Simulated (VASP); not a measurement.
# KMgF3 (Pm-3m) in VASP: further runs

The runs below take KMgF3 through electric field gradients, with PBE.

Everything below comes from runs of VASP 6.6.1. Logs are shortened: lines on timing, memory, paths and dates and some standing lists are left out, and cuts for length are marked.

## (1) The cell of the first run

The structure is cubic, space group Pm-3m (No. 221). The conventional cell has a = 3.986 Å, b = 3.986 Å, c = 3.986 Å, α = 90.00°, β = 90.00°, γ = 90.00°. Within 3.7 Å of K (site symmetry m-3m) lie 12 F at 2.82 Å and 8 Mg at 3.45 Å. Within 2.6 Å of Mg (site symmetry m-3m) lie 6 F at 1.99 Å. F (site symmetry 4/mmm) has 2 Mg at 1.99 Å within 2.6 Å.

## (2) Electric field gradients, PBE

Input file INCAR:

```
PREC = Accurate
ENCUT = 520
EDIFF = 1E-8
ISMEAR = -1
SIGMA = 0.03
LREAL = False
LASPH = True
NELM = 60
ALGO = Normal
ISIF = 2
LWAVE = False
LCHARG = False
GGA = PE
LEFG = True
NBANDS = 24
```

Input file KPOINTS:

```
regular mesh
0
Gamma
  6 6 6
```

Input file POSCAR:

```
KMgF3
1.0
    3.9859000000      0.0000000000      0.0000000000
    0.0000000000      3.9859000000      0.0000000000
    0.0000000000      0.0000000000      3.9859000000
K Mg F
1 1 3
Direct
    0.5000000000      0.5000000000      0.5000000000
    0.0000000000      0.0000000000      0.0000000000
    0.5000000000      0.0000000000      0.0000000000
    0.0000000000      0.5000000000      0.0000000000
    0.0000000000      0.0000000000      0.5000000000
```

Potentials or basis: VASP PAW PBE potentials, release 64 (K_sv, Mg, F).

Launch:

```console
$ cat potpaw_PBE.64/K_sv/POTCAR potpaw_PBE.64/Mg/POTCAR potpaw_PBE.64/F/POTCAR > POTCAR
$ mpirun -np 1 vasp_std > vasp.out
```

OUTCAR:

```text
PREC = Accurate
   ENCUT = 520
   EDIFF = 1E-8
   ISMEAR = -1
   LREAL = False
   LASPH = True
   NELM = 60
   ISIF = 2
   GGA = PE

 ion  position               nearest neighbor table
   1  0.500  0.500  0.500-   3 2.82   4 2.82   5 2.82   3 2.82   4 2.82   3 2.82   5 2.82   3 2.82
                             4 2.82   5 2.82   4 2.82   5 2.82   2 3.45   2 3.45   2 3.45   2 3.45
   2  0.000  0.000  0.000-   3 1.99   4 1.99   5 1.99   5 1.99   4 1.99   3 1.99   1 3.45   1 3.45
                             1 3.45   1 3.45   1 3.45   1 3.45   1 3.45   1 3.45
   3  0.500  0.000  0.000-   2 1.99   2 1.99   1 2.82   1 2.82   1 2.82   1 2.82
   4  0.000  0.500  0.000-   2 1.99   2 1.99   1 2.82   1 2.82   1 2.82   1 2.82
   5  0.000  0.000  0.500-   2 1.99   2 1.99   1 2.82   1 2.82   1 2.82   1 2.82

  LATTYP: Found a simple cubic cell.
 ALAT       =     3.9859000000

  Lattice vectors:

 A1 = (   3.9859000000,   0.0000000000,   0.0000000000)
 A2 = (   0.0000000000,   3.9859000000,   0.0000000000)
 A3 = (   0.0000000000,   0.0000000000,   3.9859000000)

Analysis of symmetry for initial positions (statically):
=====================================================================
 Subroutine PRICEL returns:
 Original cell was already a primitive cell.

 Routine SETGRP: Setting up the symmetry group for a
 simple cubic supercell.

 Subroutine GETGRP returns: Found 48 space group operations
 (whereof 48 operations were pure point group operations)
 out of a pool of 48 trial point group operations.

The static configuration has the point symmetry O_h .

Analysis of symmetry for dynamics (positions and initial velocities):
=====================================================================
 Subroutine PRICEL returns:
 Original cell was already a primitive cell.

 Routine SETGRP: Setting up the symmetry group for a
 simple cubic supercell.

 Subroutine GETGRP returns: Found 48 space group operations
 (whereof 48 operations were pure point group operations)
 out of a pool of 48 trial point group operations.

The dynamic configuration has the point symmetry O_h .

 Subroutine INISYM returns: Found 48 space group operations
 (whereof 48 operations are pure point group operations),
 and found     1 'primitive' translations

----------------------------------------------------------------------------------------

                                     Primitive cell

  volume of cell :      63.3256

  direct lattice vectors                    reciprocal lattice vectors
     3.985900000  0.000000000  0.000000000     0.250884367  0.000000000  0.000000000
     0.000000000  3.985900000  0.000000000     0.000000000  0.250884367  0.000000000
     0.000000000  0.000000000  3.985900000     0.000000000  0.000000000  0.250884367

  length of vectors
     3.985900000  3.985900000  3.985900000     0.250884367  0.250884367  0.250884367

  position of ions in fractional coordinates (direct lattice)
     0.500000000  0.500000000  0.500000000
     0.000000000  0.000000000  0.000000000
     0.500000000  0.000000000  0.000000000
     0.000000000  0.500000000  0.000000000
     0.000000000  0.000000000  0.500000000

  ion indices of the primitive-cell ions
   primitive index   ion index
                 1           1
                 2           2
                 3           3
                 4           4
                 5           5

----------------------------------------------------------------------------------------

 KPOINTS: regular mesh

Automatic generation of k-mesh.
 Grid dimensions read from file:
 generate k-points for:    6    6    6

[... 45 lines left out ...]
   ions per type =               1   1   3
   NGX,Y,Z   is equivalent  to a cutoff of  12.51, 12.51, 12.51 a.u.
   NGXF,Y,Z  is equivalent  to a cutoff of  25.03, 25.03, 25.03 a.u.
 SYSTEM =  unknown system
   PREC   = accura    normal or accurate (medium, high low for compatibility)
   ISTART =      0    job   : 0-new  1-cont  2-samecut
   ICHARG =      2    charge: 1-file 2-atom 10-const
   ISPIN  =      1    spin polarized calculation?
   LNONCOLLINEAR =      F non collinear calculations
   LSORBIT =      F    spin-orbit coupling
   LASPH  =      T    aspherical Exc in radial PAW
   ENCUT  =  520.0 eV  38.22 Ry    6.18 a.u.   7.41  7.41  7.41*2*pi/ulx,y,z
   NELM   =     60;   NELMIN=  2; NELMDL= -5     # of ELM steps
   EDIFF  = 0.1E-07   stopping-criterion for ELM
   LREAL  =      F    real-space projection
   EDIFFG = 0.1E-06   stopping-criterion for IOM
   NSW    =      0    number of steps for IOM
   IBRION =     -1    ionic relax: 0-MD 1-quasi-New 2-CG
   NFREE  =      0    steps in history (QN), initial steepest desc. (CG)
   ISIF   =      2    stress and relaxation
   ISYM   =      2    0-nonsym 1-usesym 2-fastsym
   POTIM  = 0.5000    time-step for ionic-motion
   TEBEG  =    0.0;   TEEND  =   0.0 temperature during run
   PSTRESS=    0.0 pullay stress
   NELECT =      32.0000    total number of electrons
   NUPDOWN=      -1.0000    fix difference up-down
   EMIN   =  10.00;   EMAX   =-10.00  energy-range for DOS
   EFERMI =   0.00;   METHOD = LEGACY
   ISMEAR =    -1;   SIGMA  =   0.03  broadening in eV -4-tet -1-fermi 0-gaus
   EFERMI_NEDOS =   21; number of points for ismear=-14 and -15
   IALGO  =     38    algorithm
   IMIX   =      4    mixing-type and parameters
     AMIX     =   0.40;   BMIX     =  1.00
     AMIX_MAG =   1.60;   BMIX_MAG =  1.00
  volume/ion in A,a.u.               =      12.67        85.47
  Fermi-wavevector in a.u.,A,eV,Ry     =   1.303962  2.464132 23.134232  1.700318
  Thomas-Fermi vector in A             =   2.434930
   LORBIT       =      0    0 simple, 1 ext, 2 COOP (PROOUT), +10 PAW based schemes
   GGA     = PE    functional components
   LHFCALC =     F    Hartree Fock is set to
   AEXX    =    0.0000 exact exchange contribution
   IVDW    =     0    specifies the selected vdW correction
   LEPSILON=     F    determine dielectric tensor
   LRPA    =     F    only Hartree local field effects (RPA)
 non-spin polarized calculation
  energy-cutoff  :      520.00
  volume of cell :       63.33
 maximum number of plane-waves:      1743
 NGX is ok and might be reduce to    30
   NGX = 15   NGY = 15   NGZ = 15

 number of electron      31.9999958 magnetization

 Free energy of the ion-electron system (eV)
  ---------------------------------------------------
  ext. energy  EPLUGINS =         0.00000000
  ---------------------------------------------------
  free energy    TOTEN  =       -24.41464459 eV

  energy without entropy =      -24.41464459  energy(sigma->0) =      -24.41464459

 E-fermi :  -0.9667     XC(G=0):  -9.6840

 val. band max:       -1.6011050333   @ k =   0.5000   0.5000   0.5000
 cond. band min:       5.7037910384   @ k =   0.0000   0.0000   0.0000
 fundamental gap:      7.3048960717
 Fermi energy:        -0.9666628395

 k-point     1 :       0.0000    0.0000    0.0000
  band No.  band energies     occupation
      1     -27.2549      2.00000
      2     -21.7201      2.00000
      3     -21.0667      2.00000
      4     -21.0667      2.00000
      5     -10.7471      2.00000
      6     -10.7471      2.00000
[... 529 lines left out ...]
     23      13.5615      0.00000
     24      13.5615      0.00000

------------------------ aborting loop because EDIFF is reached ----------------------------------------

  FORCE on cell =-STRESS in cart. coord.  units (eV):
  Direction    XX          YY          ZZ          XY          YZ          ZX
  --------------------------------------------------------------------------------------
  -------------------------------------------------------------------------------------
  Total        1.3314298      1.3314298      1.3314298      0.0000000     -0.0000000      0.0000000
  in kB       33.6860177     33.6860177     33.6860177      0.0000000     -0.0000000      0.0000000
  external PRESSURE =      33.6860177 kB  Pullay stress =       0.0000000 kB

 VOLUME and BASIS-vectors are now :
 -----------------------------------------------------------------------------
  energy-cutoff  :      520.00
  volume of cell :       63.33
      direct lattice vectors                 reciprocal lattice vectors
     3.985900000  0.000000000  0.000000000     0.250884367  0.000000000  0.000000000
     0.000000000  3.985900000  0.000000000     0.000000000  0.250884367  0.000000000
     0.000000000  0.000000000  3.985900000     0.000000000  0.000000000  0.250884367

 POSITION                                       TOTAL-FORCE (eV/Angst)
 -----------------------------------------------------------------------------------
      1.99295      1.99295      1.99295         0.000000      0.000000      0.000000
      0.00000      0.00000      0.00000         0.000000      0.000000      0.000000
      1.99295      0.00000      0.00000         0.000000      0.000000      0.000000
      0.00000      1.99295      0.00000         0.000000      0.000000      0.000000
      0.00000      0.00000      1.99295         0.000000      0.000000      0.000000
 -----------------------------------------------------------------------------------
    total drift:                                0.000000     -0.000000      0.000000

  FREE ENERGIE OF THE ION-ELECTRON SYSTEM (eV)
  ---------------------------------------------------
  free  energy   TOTEN  =       -24.4146445893 eV

  energy  without entropy=      -24.4146445892  energy(sigma->0) =      -24.41464459

 Electric field gradients (V/A^2)
---------------------------------------------------------------------
 ion       V_xx      V_yy      V_zz      V_xy      V_xz      V_yz
---------------------------------------------------------------------
   1      -0.000    -0.000    -0.000    -0.000     0.000    -0.000
   2      -0.000    -0.000     0.000    -0.000    -0.000    -0.000
   3      45.848   -22.924   -22.924    -0.000     0.000    -0.000
   4     -22.924    45.848   -22.924    -0.000    -0.000     0.000
   5     -22.924   -22.924    45.848    -0.000    -0.000     0.000
---------------------------------------------------------------------

 Electric field gradients after diagonalization (V/A^2)
 (convention: |V_zz| > |V_xx| > |V_yy|)
----------------------------------------------------------------------
 ion       V_xx      V_yy      V_zz     asymmetry (V_yy - V_xx)/ V_zz
----------------------------------------------------------------------
   1      -0.000    -0.000    -0.000      -0.001
   2      -0.000     0.000    -0.000      -0.989
   3     -22.924   -22.924    45.848       0.000
   4     -22.924   -22.924    45.848       0.000
   5     -22.924   -22.924    45.848       0.000
----------------------------------------------------------------------

           NMR quadrupolar parameters

 Cq : quadrupolar parameter    Cq=e*Q*V_zz/h
 eta: asymmetry parameters     (V_yy - V_xx)/ V_zz
 Q  : nuclear electric quadrupole moment in mb (millibarn)
----------------------------------------------------------------------
 ion       Cq(MHz)       eta       Q (mb)
----------------------------------------------------------------------
   1      -0.000      -0.001       1.000
   2      -0.000      -0.989       1.000
   3       0.111       0.000       1.000
   4       0.111       0.000       1.000
   5       0.111       0.000       1.000
----------------------------------------------------------------------
```

Run time: 15 s. Hardware: 1 thread of Intel Xeon 6975P-C (Granite Rapids), shared host; peak memory 0.18 GiB.

What came out:

| Property | Result |
| --- | --- |
| Free energy | -24.4146 eV |
| Pressure | 3.4 GPa |
| Band gap on the k mesh | 7.30 eV, indirect (least direct gap 7.63 eV) |

Levels at points of the mesh, in eV from the valence-band top:
| k point | band 14 | band 15 | band 16 | band 17 | band 18 | band 19 |
| --- | --- | --- | --- | --- | --- | --- |
| (0.00, 0.00, 0.00) | -0.32 | -0.32 | -0.32 | 7.30 | 10.08 | 10.08 |
| (0.50, 0.00, 0.00) | -0.86 | -0.53 | -0.53 | 10.12 | 10.45 | 11.12 |
| (0.50, 0.50, 0.00) | -0.89 | -0.89 | -0.02 | 10.92 | 11.70 | 12.63 |
| (0.50, 0.50, 0.50) | 0.00 | 0.00 | 0.00 | 10.44 | 10.44 | 10.44 |

Electric field gradients, principal values (V/Å²):
| atom | least | middle | greatest (by size) |
| --- | --- | --- | --- |
| 1 K | 0.000 | 0.000 | 0.000 |
| 2 Mg | 0.000 | 0.000 | 0.000 |
| 3 F | -22.924 | -22.924 | 45.848 |
| 4 F | -22.924 | -22.924 | 45.848 |
| 5 F | -22.924 | -22.924 | 45.848 |

Caveat: without QUAD_EFG the Cq values of the log hold for a quadrupole moment of 1 mb, not for the nuclei. Expect the measured gap to be larger: semilocal functionals such as PBE lack the derivative discontinuity.

## (3) Electric field gradients, PBE

Input file INCAR:

```
SYSTEM = KMgF3
ALGO = Normal
EDIFF = 1E-8
ENCUT = 520
GGA = PE
ISIF = 2
ISMEAR = -1
LASPH = .TRUE.
LCHARG = .FALSE.
LEFG = .TRUE.
LREAL = .FALSE.
LWAVE = .FALSE.
NBANDS = 24
NELM = 60
PREC = Accurate
SIGMA = 0.03
```

Input file KPOINTS:

```
k-points
0
G
  6 6 6
  0 0 0
```

POSCAR is that of step 2.

Potentials or basis: VASP PAW PBE potentials, release 64 (K_sv, Mg, F).

Launch:

```console
$ cat potpaw_PBE.64/K_sv/POTCAR potpaw_PBE.64/Mg/POTCAR potpaw_PBE.64/F/POTCAR > POTCAR
$ mpirun -np 1 vasp_std > vasp.out
```

OUTCAR:

```text
SYSTEM = KMgF3
   EDIFF = 1E-8
   ENCUT = 520
   GGA = PE
   ISIF = 2
   ISMEAR = -1
   LASPH = .TRUE.
   LREAL = .FALSE.
   NELM = 60
   PREC = Accurate

 ion  position               nearest neighbor table
   1  0.500  0.500  0.500-   3 2.82   4 2.82   5 2.82   3 2.82   4 2.82   3 2.82   5 2.82   3 2.82
                             4 2.82   5 2.82   4 2.82   5 2.82   2 3.45   2 3.45   2 3.45   2 3.45
   2  0.000  0.000  0.000-   3 1.99   4 1.99   5 1.99   5 1.99   4 1.99   3 1.99   1 3.45   1 3.45
                             1 3.45   1 3.45   1 3.45   1 3.45   1 3.45   1 3.45
   3  0.500  0.000  0.000-   2 1.99   2 1.99   1 2.82   1 2.82   1 2.82   1 2.82
   4  0.000  0.500  0.000-   2 1.99   2 1.99   1 2.82   1 2.82   1 2.82   1 2.82
   5  0.000  0.000  0.500-   2 1.99   2 1.99   1 2.82   1 2.82   1 2.82   1 2.82

  LATTYP: Found a simple cubic cell.
 ALAT       =     3.9859000000

  Lattice vectors:

 A1 = (   3.9859000000,   0.0000000000,   0.0000000000)
 A2 = (   0.0000000000,   3.9859000000,   0.0000000000)
 A3 = (   0.0000000000,   0.0000000000,   3.9859000000)

Analysis of symmetry for initial positions (statically):
[... 747 lines left out ...]
 -----------------------------------------------------------------------------------
    total drift:                                0.000000     -0.000000      0.000000

  FREE ENERGIE OF THE ION-ELECTRON SYSTEM (eV)
  ---------------------------------------------------
  free  energy   TOTEN  =       -24.4146445893 eV

  energy  without entropy=      -24.4146445892  energy(sigma->0) =      -24.41464459

 Electric field gradients (V/A^2)
---------------------------------------------------------------------
 ion       V_xx      V_yy      V_zz      V_xy      V_xz      V_yz
---------------------------------------------------------------------
   1      -0.000    -0.000    -0.000    -0.000     0.000    -0.000
   2      -0.000    -0.000     0.000    -0.000    -0.000    -0.000
   3      45.848   -22.924   -22.924    -0.000     0.000    -0.000
   4     -22.924    45.848   -22.924    -0.000    -0.000     0.000
   5     -22.924   -22.924    45.848    -0.000    -0.000     0.000
---------------------------------------------------------------------

 Electric field gradients after diagonalization (V/A^2)
 (convention: |V_zz| > |V_xx| > |V_yy|)
----------------------------------------------------------------------
 ion       V_xx      V_yy      V_zz     asymmetry (V_yy - V_xx)/ V_zz
----------------------------------------------------------------------
   1      -0.000    -0.000    -0.000      -0.001
   2      -0.000     0.000    -0.000      -0.989
   3     -22.924   -22.924    45.848       0.000
   4     -22.924   -22.924    45.848       0.000
   5     -22.924   -22.924    45.848       0.000
----------------------------------------------------------------------

           NMR quadrupolar parameters

 Cq : quadrupolar parameter    Cq=e*Q*V_zz/h
 eta: asymmetry parameters     (V_yy - V_xx)/ V_zz
 Q  : nuclear electric quadrupole moment in mb (millibarn)
----------------------------------------------------------------------
 ion       Cq(MHz)       eta       Q (mb)
----------------------------------------------------------------------
   1      -0.000      -0.001       1.000
   2      -0.000      -0.989       1.000
   3       0.111       0.000       1.000
   4       0.111       0.000       1.000
   5       0.111       0.000       1.000
----------------------------------------------------------------------
```

stdout:

```text
POSCAR found type information on POSCAR K MgF
 POSCAR found :  3 types and       5 ions
 scaLAPACK will be used
 LDA part: xc-table for (Slater+PW92), standard interpolation
 POSCAR, INCAR and KPOINTS ok, starting setup
 FFT: planning ... GRIDC
 FFT: planning ... GRID_SOFT
 FFT: planning ... GRID
 WAVECAR not read
 entering main loop
ion   1

ion   2

ion   3

ion   4

ion   5
```

Wall time 14 s (1 thread of Intel Xeon 6975P-C (Granite Rapids), shared host); peak memory 0.18 GiB.

Results:

```
Free energy            : -24.4146 eV
Pressure               : 3.4 GPa
Band gap on the k mesh : 7.30 eV, indirect (least direct gap 7.63 eV)
```

Electric field gradients, principal values (V/Å²):
```csv
atom,least,middle,greatest (by size)
1 K,0.000,0.000,0.000
2 Mg,0.000,0.000,0.000
3 F,-22.924,-22.924,45.848
4 F,-22.924,-22.924,45.848
5 F,-22.924,-22.924,45.848
```

Caveat: without QUAD_EFG the Cq values of the log hold for a quadrupole moment of 1 mb, not for the nuclei. A k mesh can miss the band edges.
